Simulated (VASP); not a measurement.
Ni: single point with PBEsol

The system is Ni, a slab with vacuum.

```
Ni
1.0
     4.23685    0.00000    0.00000
     0.00000    4.01857    0.00000
     0.00000    0.00000    9.81370
Ni
4
Direct
  0.10363 0.75000 0.45854
  0.39637 0.25000 0.45854
  0.60363 0.75000 0.54146
  0.89637 0.25000 0.54146
```

| Quantity | Value |
| --- | --- |
| Program | VASP 6.6.1 |
| Task | single point |
| Functional | PBEsol |
| Potentials or basis | VASP PAW PBE potentials, release 64 (Ni) |
| Cutoff | 520 eV |
| k mesh | 10 × 10 × 1 |
| Occupations | fermi-dirac, width 0.05 eV |
| Spin | collinear spin, ferromagnetic start |
| Starting moments | [1.0, 1.0, 1.0, 1.0] μB |

The largest force is 0.026 eV/Å. The net moment is 2.91 μB per cell and the site moments are Ni +0.75 μB. The valence electrons inside the program's atomic spheres are Ni 9.26.

Forces in eV/Å, atoms in the order of the input:
```
Ni  -0.010  0.000 -0.024
Ni   0.010  0.000 -0.024
Ni  -0.010  0.000  0.024
Ni   0.010  0.000  0.024
```

Levels at points of the mesh, in eV from the Fermi level:
Spin up:
```
           k point  band 19  band 20  band 21  band 22  band 23  band 24
(0.00, 0.00, 0.00)    -0.99    -0.85    -0.22     0.14     2.71     3.77
(0.50, 0.00, 0.00)    -0.88    -0.88    -0.54    -0.54     2.58     2.58
(0.00, 0.50, 0.00)    -0.72    -0.72    -0.42    -0.42     2.80     2.80
(0.50, 0.50, 0.00)    -0.63    -0.63     0.16     0.16     0.16     0.16
```
Spin down:
| k point | band 15 | band 16 | band 17 | band 18 | band 19 | band 20 | band 21 | band 22 | band 23 | band 24 |
| --- | --- | --- | --- | --- | --- | --- | --- | --- | --- | --- |
| (0.00, 0.00, 0.00) | -0.78 | -0.60 | -0.38 | -0.35 | -0.17 | 0.02 | 0.29 | 0.65 | 2.80 | 3.89 |
| (0.50, 0.00, 0.00) | -0.61 | -0.61 | -0.16 | -0.16 | -0.08 | -0.08 | 0.29 | 0.29 | 2.73 | 2.73 |
| (0.00, 0.50, 0.00) | -0.49 | -0.49 | -0.47 | -0.47 | 0.13 | 0.13 | 0.43 | 0.43 | 2.93 | 2.93 |
| (0.50, 0.50, 0.00) | -0.43 | -0.43 | 0.24 | 0.24 | 0.24 | 0.24 | 0.72 | 0.72 | 0.72 | 0.72 |

Wall time 14 min on 1 thread of Intel Xeon 8259CL, on a shared host, peak memory 0.48 GiB.

Caveat: the PAW data sets were made with another functional, which shifts forces and pressure a little.
